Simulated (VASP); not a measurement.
Set up this calculation in VASP 6.6.1, as the native input.

```
Task                   : single point
Functional             : r2SCAN
Potentials or basis    : VASP PAW PBE potentials, release 64 (Mg)
Cutoff                 : 520 eV
k mesh                 : 18 × 18 × 16
Occupations            : gaussian, width 0.15 eV
Spin                   : no spin polarisation
Dipole correction      : no
Further INCAR settings : ALGO = Normal; EDIFF = 1e-06; NBANDS = 7
```

The system is Mg.

```xyz
1
Lattice="3.0503 0.0000 0.0000 -1.5251 2.6416 0.0000 0.0000 0.0000 3.1971" Properties=species:S:1:pos:R:3 pbc="T T T"
Mg    0.0000    0.0000    0.0000
```

This cell differs from its parent crystal: strain +0.000 along x and y, +0.050 along z.

The input as run:

POSCAR

```
Mg
1.0
    3.0502998005      0.0000000000      0.0000000000
   -1.5251499003      2.6416371164      0.0000000000
    0.0000000000      0.0000000000      3.1970794485
Mg
1
Direct
    0.0000000000      0.0000000000      0.0000000000
```

INCAR.step1

```
  PREC = Accurate
  ENCUT = 520
  ISMEAR = 0
  SIGMA = 0.15
  LREAL = F
  LASPH = T
  NELM = 100
  NBANDS = 7
  GGA = PE
  ALGO = Normal
  EDIFF = 1E-4
  LWAVE = T
  LCHARG = F
```

INCAR.step2

```
  PREC = Accurate
  ENCUT = 520
  EDIFF = 1E-6
  ISMEAR = 0
  SIGMA = 0.15
  LREAL = F
  LASPH = T
  NELM = 100
  ALGO = Normal
  ISIF = 2
  LWAVE = F
  LCHARG = F
  METAGGA = R2SCAN
  LMIXTAU = T
  NBANDS = 7
  ISTART = 1
```

KPOINTS

```
regular mesh
0
Gamma
  18 18 16
```

Potentials or basis: VASP PAW PBE potentials, release 64 (Mg).

Launch:

```sh
$ cat potpaw_PBE.64/Mg/POTCAR > POTCAR
$ cp INCAR.step1 INCAR
$ mpirun -np 1 vasp_std > vasp.out
$ cp INCAR.step2 INCAR
$ mpirun -np 1 vasp_std > vasp.out
```

Results of the run:

- Pressure: -0.5 GPa
- Band gap on the k mesh: zero (band 1 reaches 4.99 eV, above the bottom of band 2 at -0.62 eV)

Caveat: the cell differs from its parent crystal (strain +0.000 along x and y, +0.050 along z); the PAW data sets were made with another functional, which shifts forces and pressure a little.

Wall time 68 s on 1 thread of Intel Xeon 6975P-C, with other jobs on the host, peak memory 0.19 GiB.
